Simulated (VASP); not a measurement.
# Mo (P6_3/mmc) in VASP: a series of runs, part 2 of 2

VASP 6.6.1.

## Step 3: Single point, PBEsol

This run uses another cell than the first one, of 18.76 Å³/atom.

Contents of INCAR:

```
SYSTEM = Mo
PREC = Accurate ; ENCUT = 520
EDIFF = 1E-7 ; ISMEAR = 0
SIGMA = 0.1 ; LREAL = .False.
LASPH = .True. ; NELM = 100
ALGO = Fast ; ISIF = 2
LWAVE = .False. ; LCHARG = .False.
GGA = PS ; NBANDS = 36
```

Contents of KPOINTS:

```
regular mesh
0
Gamma
  6 6 2
  0 0 0
```

Contents of POSCAR:

```
Mo
1.0
    4.1956751883      0.0000000000      0.0000000000
   -2.0978375942      3.6335612991      0.0000000000
    0.0000000000      0.0000000000      4.9211606880
Mo
4
Direct
    0.0000000000      0.0000000000      0.2500000000
    0.0000000000      0.0000000000      0.7500000000
    0.3333333333      0.6666666667      0.7500000000
    0.6666666667      0.3333333333      0.2500000000
```

Potentials or basis: VASP PAW PBE potentials, release 64 (Mo_sv).

Command:

```
cat potpaw_PBE.64/Mo_sv/POTCAR > POTCAR
mpirun -np 1 vasp_std > vasp.out
```

OUTCAR:

```text
SYSTEM = Mo
   PREC = Accurate
   ENCUT = 520
   EDIFF = 1E-7
   ISMEAR = 0
   LREAL = .False.
   LASPH = .True.
   NELM = 100
   ISIF = 2
   GGA = PS

 ion  position               nearest neighbor table
   1  0.000  0.000  0.250-   4 2.42   4 2.42   4 2.42   2 2.46   2 2.46   3 3.45   3 3.45   3 3.45
                             3 3.45   3 3.45   3 3.45
   2  0.000  0.000  0.750-   3 2.42   3 2.42   3 2.42   1 2.46   1 2.46   4 3.45   4 3.45   4 3.45
                             4 3.45   4 3.45   4 3.45
   3  0.333  0.667  0.750-   2 2.42   2 2.42   2 2.42   4 3.45   4 3.45   4 3.45   4 3.45   1 3.45
                             1 3.45   1 3.45   1 3.45   1 3.45   1 3.45   4 3.45   4 3.45
   4  0.667  0.333  0.250-   1 2.42   1 2.42   1 2.42   3 3.45   3 3.45   3 3.45   3 3.45   2 3.45
                             2 3.45   2 3.45   2 3.45   2 3.45   2 3.45   3 3.45   3 3.45

  LATTYP: Found a hexagonal cell.
 ALAT       =     4.1956751883
 C/A-ratio  =     1.1729126939

  Lattice vectors:

 A1 = (   4.1956751883,   0.0000000000,   0.0000000000)
 A2 = (  -2.0978375942,   3.6335612991,   0.0000000000)
 A3 = (   0.0000000000,   0.0000000000,   4.9211606880)

Analysis of symmetry for initial positions (statically):
=====================================================================
 Subroutine PRICEL returns:
 Original cell was already a primitive cell.

 Routine SETGRP: Setting up the symmetry group for a
 hexagonal supercell.

 Subroutine GETGRP returns: Found 24 space group operations
 (whereof 12 operations were pure point group operations)
 out of a pool of 24 trial point group operations.

The static configuration has the point symmetry D_3d.
 The point group associated with its full space group is D_6h.

Analysis of symmetry for dynamics (positions and initial velocities):
=====================================================================
 Subroutine PRICEL returns:
 Original cell was already a primitive cell.

 Routine SETGRP: Setting up the symmetry group for a
 hexagonal supercell.

 Subroutine GETGRP returns: Found 24 space group operations
[... 119 lines left out ...]
  Fermi-wavevector in a.u.,A,eV,Ry     =   1.485036  2.806310 30.005348  2.205331
  Thomas-Fermi vector in A             =   2.598498
   LORBIT       =      0    0 simple, 1 ext, 2 COOP (PROOUT), +10 PAW based schemes
   GGA     = PS    functional components
   LHFCALC =     F    Hartree Fock is set to
   AEXX    =    0.0000 exact exchange contribution
   IVDW    =     0    specifies the selected vdW correction
   LEPSILON=     F    determine dielectric tensor
   LRPA    =     F    only Hartree local field effects (RPA)
 non-spin polarized calculation
 RMM-DIIS sequential band-by-band and
 Gauss-broadening in eV      SIGMA  =   0.10
  energy-cutoff  :      520.00
  volume of cell :       75.02
 maximum number of plane-waves:      2034
 NGX is ok and might be reduce to    32
   NGX = 15   NGY = 15   NGZ = 19

 number of electron      55.9999998 magnetization

 Free energy of the ion-electron system (eV)
  ---------------------------------------------------
  ext. energy  EPLUGINS =         0.00000000
  ---------------------------------------------------
  free energy    TOTEN  =       -41.57821818 eV

  energy without entropy =      -41.55847213  energy(sigma->0) =      -41.56834515

 E-fermi :   9.4753     XC(G=0): -12.2588

 val. band max:        9.4706940653   @ k =   0.3333  -0.0000   0.0000
 cond. band min:       9.4777747278   @ k =   0.0000   0.0000   0.0000
 fundamental gap:      0.0070806625
 Fermi energy:         9.4752875205

 k-point     1 :       0.0000    0.0000    0.0000
  band No.  band energies     occupation
      1     -51.4907      2.00000
      2     -51.3593      2.00000
      3     -50.8713      2.00000
      4     -50.6348      2.00000
      5     -26.5154      2.00000
      6     -26.1481      2.00000
[... 535 lines left out ...]
     35      12.9743      0.00000
     36      12.9745      0.00000

------------------------ aborting loop because EDIFF is reached ----------------------------------------

  FORCE on cell =-STRESS in cart. coord.  units (eV):
  Direction    XX          YY          ZZ          XY          YZ          ZX
  --------------------------------------------------------------------------------------
  -------------------------------------------------------------------------------------
  Total        0.3140481      0.3140481      0.2477697     -0.0000000      0.0000000     -0.0000000
  in kB        6.7066368      6.7066368      5.2912333     -0.0000000      0.0000000     -0.0000000
  external PRESSURE =       6.2348356 kB  Pullay stress =       0.0000000 kB

 VOLUME and BASIS-vectors are now :
 -----------------------------------------------------------------------------
  energy-cutoff  :      520.00
  volume of cell :       75.02
      direct lattice vectors                 reciprocal lattice vectors
     4.195675188  0.000000000  0.000000000     0.238340662  0.137606045  0.000000000
    -2.097837594  3.633561299  0.000000000     0.000000000  0.275212090  0.000000000
     0.000000000  0.000000000  4.921160688     0.000000000  0.000000000  0.203204094

 POSITION                                       TOTAL-FORCE (eV/Angst)
 -----------------------------------------------------------------------------------
      0.00000      0.00000      1.23029        -0.000000      0.000000      0.000000
      0.00000      0.00000      3.69087         0.000000     -0.000000      0.000000
     -0.00000      2.42237      3.69087         0.000000     -0.000000     -0.000000
      2.09784      1.21119      1.23029        -0.000000      0.000000     -0.000000
 -----------------------------------------------------------------------------------
    total drift:                               -0.000000      0.000000     -0.000000

  FREE ENERGIE OF THE ION-ELECTRON SYSTEM (eV)
  ---------------------------------------------------
  free  energy   TOTEN  =       -41.5782181754 eV

  energy  without entropy=      -41.5584721260  energy(sigma->0) =      -41.56834515
```

It took 68 s on 1 thread of Intel Xeon 8259CL, shared host; peak memory 0.2 GiB.

What came out:

- Free energy: -41.5782 eV
- Pressure: 0.6 GPa
- Band gap on the k mesh: zero (bands 28 and 29 overlap by 0.02 eV)

Levels at points of the mesh, in eV from the Fermi level:
```tsv
k point	band 26	band 27	band 28	band 29	band 30	band 31
(0.00, 0.00, 0.00)	-0.74	-0.74	0.00	0.00	0.51	0.51
(0.50, 0.00, 0.00)	-1.37	-0.86	-0.74	0.47	1.43	1.71
(0.00, 0.00, 0.50)	-0.49	-0.49	-0.49	0.31	0.31	0.31
(0.50, 0.00, 0.50)	-1.51	-1.05	-1.05	0.42	0.42	2.33
```

Caveat: the k points lie up to 0.64 Å⁻¹ apart; the PAW data sets were made with another functional, which shifts forces and pressure a little.
